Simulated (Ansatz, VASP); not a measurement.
# One calculation of ZrB2, two programs

```
Zr B
1.0
     3.16390    0.00000    0.00000
    -1.58195    2.74002    0.00000
     0.00000    0.00000    3.37260
Zr B
1 2
Direct
  0.00000 0.00000 0.00000
  0.33333 0.66667 0.50000
  0.66667 0.33333 0.50000
```

Alike in both runs: task single point; functional LDA; k mesh 15 × 15 × 12; occupations gaussian, width 0.15 eV; no spin polarisation.

```csv
,VASP,Ansatz
version,VASP 6.6.1,Ansatz 0.2.0
potentials or method,"VASP PAW LDA potentials, release 64 (Zr_sv, B), cutoff 520 eV","scalar-relativistic, plane waves, PAW"
valence electrons in the cell,18,18
```

```csv
,VASP,Ansatz,Ansatz less VASP
gap on the k mesh at the Fermi level (eV),none,none,-
pressure (GPa),4.0,3.4,-0.57
"traceless stress, the component that is largest in VASP (GPa)",10.25,10.21,-0.034
```

LDA's correlation is that of Perdew and Zunger in VASP and of Perdew and Wang (1992) in Ansatz. A gap of «none» marks a metal or a gap that the smearing closes.
